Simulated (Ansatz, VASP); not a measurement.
Given: the input of a run of VASP 6.6.1 on InP.

Contents of INCAR:

```
SYSTEM = InP
ALGO = Normal ; EDIFF = 1E-7
ENCUT = 520 ; GGA = PE
ISIF = 2 ; ISMEAR = 0
LASPH = .True. ; LCHARG = .False.
LREAL = .False. ; LWAVE = .False.
NBANDS = 16 ; NELM = 80
PREC = Accurate ; SIGMA = 0.016
```

KPOINTS

```
k-points
0
Gamma
  8 8 8
  0 0 0
```

POSCAR

```
InP
1.0
    0.0000000000      2.9305000000      2.9305000000
    2.9305000000      0.0000000000      2.9305000000
    2.9305000000      2.9305000000      0.0000000000
In P
1 1
Direct
    0.0000000000      0.0000000000      0.0000000000
    0.7500000000      0.7500000000      0.7500000000
```

Potentials or basis: VASP PAW PBE potentials, release 64 (In_d, P).

Launch:

```console
$ cat potpaw_PBE.64/In_d/POTCAR potpaw_PBE.64/P/POTCAR > POTCAR
$ mpirun -np 1 vasp_std > vasp.out
```

Task: Translate it to Ansatz 0.2.0. Potentials there: all-electron LAPW, scalar-relativistic.

Result: As run (the cutoff follows the program's own potentials):

The input input.yaml:

```yaml
crystal:
  lattice:
    - [0.0, 2.9305, 2.9305]
    - [2.9305, 0.0, 2.9305]
    - [2.9305, 2.9305, 0.0]
  atoms:
    - { symbol: In, position: [0.0, 0.0, 0.0] }
    - { symbol: P, position: [0.75, 0.75, 0.75] }
kpoints:
  mp_grid: { grid: [8, 8, 8] }
scf:
  occupations: { method: gaussian, width: 0.016 }
hamiltonian:
  xc: pbe
  pseudopotentials: { kind: all_electron, lapw: { basis_error: 0.001 } }
output:
  forces: true
  stress: true
  eigenvalues: true
```

Potentials or basis: all-electron LAPW, scalar-relativistic.

The run is started by

```bash
$ ansatz run input.yaml --threads 1 --pin off --max-ram 3072MiB --backend cpu --events-out ev --progress --plain --runs-dir out
```

Both were run:

|  | VASP | Ansatz | Ansatz less VASP |
| --- | --- | --- | --- |
| gap on the k mesh at the Fermi level (eV) | 0.71 | 0.71 | +0.002 |
| least direct gap on the mesh (eV) | 0.71 | 0.71 | +0.002 |
| pressure (GPa) | 3.3 | 3.3 | +0.05 |

Ansatz ran all-electron here, and VASP with PAW potentials.
